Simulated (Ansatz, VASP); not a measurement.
## Zn in VASP and in Ansatz

File INCAR:

```
PREC = Accurate ; ENCUT = 520
EDIFF = 1E-6 ; ISMEAR = 0
SIGMA = 0.15 ; LREAL = F
LASPH = T ; NELM = 100
ALGO = Fast ; ISIF = 2
LWAVE = F ; LCHARG = F
GGA = PS ; NBANDS = 19
```

File KPOINTS:

```
Automatic mesh
0
Gamma
  24 24 10
```

Contents of POSCAR:

```
Zn
1.0
    2.6248260824      0.0000000000      0.0000000000
   -1.3124130412      2.2731660679      0.0000000000
    0.0000000000      0.0000000000      4.9467000000
Zn
2
Direct
    0.3333333333      0.6666666667      0.2500000000
    0.6666666667      0.3333333333      0.7500000000
```

Input for Ansatz:

```yaml
crystal:
  lattice:
    - [2.6248260824, 0.0, 0.0]
    - [-1.3124130412, 2.2731660679, 0.0]
    - [0.0, 0.0, 4.9467]
  atoms:
    - { symbol: Zn, position: [0.3333333333, 0.6666666667, 0.25] }
    - { symbol: Zn, position: [0.6666666667, 0.3333333333, 0.75] }
basis:
  ecutwfc: 420
kpoints:
  mp_grid: { grid: [24, 24, 10] }
hamiltonian:
  xc: pbesol
scf:
  occupations: { method: gaussian, width: 0.15 }
output:
  forces: true
  stress: true
  eigenvalues: true
```

Change from the starting cell: strain -0.0150 x Voigt [1, 1, 0, 0, 0, 0], atoms carried along.

Alike in both runs: task single point; functional PBEsol; k mesh 24 × 24 × 10; occupations gaussian, width 0.15 eV; no spin polarisation.

|  | VASP | Ansatz |
| --- | --- | --- |
| version | VASP 6.6.1 | Ansatz 0.2.0 |
| potentials or method | VASP PAW PBE potentials, release 64 (Zn), cutoff 520 eV | scalar-relativistic, plane waves, PAW |
| valence electrons in the cell | 24 | 24 |

```tsv
	VASP	Ansatz	Ansatz less VASP
gap on the k mesh at the Fermi level (eV)	none	none	-
pressure (GPa)	-2.2	-2.9	-0.77
traceless stress, the component that is largest in VASP (GPa)	0.65	0.80	+0.149
```

VASP's potentials were made for PBE, not for PBEsol. A gap of «none» marks a metal or a gap that the smearing closes. With one functional, cell and mesh, what is left measures potentials, basis and numerics.
